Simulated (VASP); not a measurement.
Set up this calculation in VASP 6.6.1, as the native input.

```
Task                   : single point
Functional             : PBE
Potentials or basis    : VASP PAW PBE potentials, release 64 (As, Se)
Cutoff                 : 520 eV
k mesh                 : 3 × 3 × 4
Occupations            : gaussian, width 0.1 eV
Spin                   : no spin polarisation
Dipole correction      : no
Further INCAR settings : ALGO = Normal; EDIFF = 1e-06; NBANDS = 33
```

The structure of AsSe3 lies in POSCAR:

```
AsSe3
1.0
    7.6831714157      0.0000000034      0.0000000000
   -3.8415857108      6.6538216260      0.0000000000
    0.0000000000      0.0000000000      3.6102324795
As Se
2 6
Direct
    0.3333333333      0.6666666667      0.7500000000
    0.6666666667      0.3333333333      0.2500000000
    0.1811121539      0.3622243077      0.2500000000
    0.6377756923      0.8188878461      0.2500000000
    0.1811121539      0.8188878461      0.2500000000
    0.8188878461      0.6377756923      0.7500000000
    0.3622243077      0.1811121539      0.7500000000
    0.8188878461      0.1811121539      0.7500000000
```

The cell was generated, and may not be a known phase.

These files were run (other wordings do the same):

INCAR

```
ALGO = Normal
EDIFF = 1E-6
ENCUT = 520
GGA = PE
ISIF = 2
ISMEAR = 0
LASPH = True
LCHARG = False
LREAL = False
LWAVE = False
NBANDS = 33
NELM = 60
PREC = Accurate
SIGMA = 0.1
```

KPOINTS

```
k-points
0
Gamma
  3 3 4
```

Potentials or basis: VASP PAW PBE potentials, release 64 (As, Se).

Run with:

```console
$ cat potpaw_PBE.64/As/POTCAR potpaw_PBE.64/Se/POTCAR > POTCAR
$ mpirun -np 1 vasp_std > vasp.out
```

Results of the run:

```
Pressure               : 0.2 GPa
Largest force          : 0.010 eV/Å
Band gap on the k mesh : zero (bands 23 and 24 overlap by 1.52 eV)
```

Caveat: the k points lie up to 0.44 Å⁻¹ apart, too coarse for converged energies and pressures of a metal.

Wall time 48 s on 1 thread of Intel(R) Xeon(R) 6975P-C (Granite Rapids) (shared host), peak memory 0.31 GiB.
